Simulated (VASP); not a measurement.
Here is a VASP 6.6.1 calculation.

File POSCAR:

```
Li
1.0
   -1.7546500000      1.7546500000      1.7546500000
    1.7546500000     -1.7546500000      1.7546500000
    1.7546500000      1.7546500000     -1.7546500000
Li
1
Direct
    0.0000000000      0.0000000000      0.0000000000
```

Contents of INCAR.step1:

```
ALGO     = Normal         # electronic algorithm
EDIFF    = 1E-5           # SCF threshold, eV
ENCUT    = 520            # plane-wave cutoff, eV
GGA      = PE             # functional
ISIF     = 2              # what is computed and relaxed
ISMEAR   = -1             # smearing method
LASPH    = True           # aspherical terms in the spheres
LREAL    = False          # projectors in reciprocal space
LWAVE    = True           # write WAVECAR
NBANDS   = 8              # bands
NELM     = 80             # most SCF steps
PREC     = Accurate       # precision mode
SIGMA    = 0.05           # smearing width, eV
```

Contents of INCAR.step2:

```
AEXX     = 1.0            # exact-exchange fraction
AGGAC    = 0.0          
ALDAC    = 0.0          
ALGO     = Normal         # electronic algorithm
EDIFF    = 1E-6           # SCF threshold, eV
ENCUT    = 520            # plane-wave cutoff, eV
GGA      = PE             # functional
ISIF     = 2              # what is computed and relaxed
ISMEAR   = -1             # smearing method
ISTART   = 1            
LASPH    = True           # aspherical terms in the spheres
LCHARG   = True           # write CHGCAR
LELF     = True           # ELF
LHFCALC  = True           # exact exchange
LREAL    = False          # projectors in reciprocal space
LVHAR    = True         
LWAVE    = False          # write WAVECAR
NBANDS   = 8              # bands
NELM     = 80             # most SCF steps
PREC     = Accurate       # precision mode
PRECFOCK = Normal       
SIGMA    = 0.05           # smearing width, eV
```

Contents of KPOINTS:

```
k-points
0
Gamma
  6 6 6
```

Potentials or basis: VASP PAW PBE potentials, release 64 (Li_sv).

Run with:

```console
$ cat potpaw_PBE.64/Li_sv/POTCAR > POTCAR
$ cp INCAR.step1 INCAR
$ mpirun -np 1 vasp_std > vasp.out
$ cp INCAR.step2 INCAR
$ mpirun -np 1 vasp_std > vasp.out
```

What does it give for the band gap on the k mesh?

Zero (an odd number of electrons rules out a gap without spin polarisation).

Caveat: the k points lie up to 0.42 Å⁻¹ apart, too coarse for converged energies and pressures of a metal.
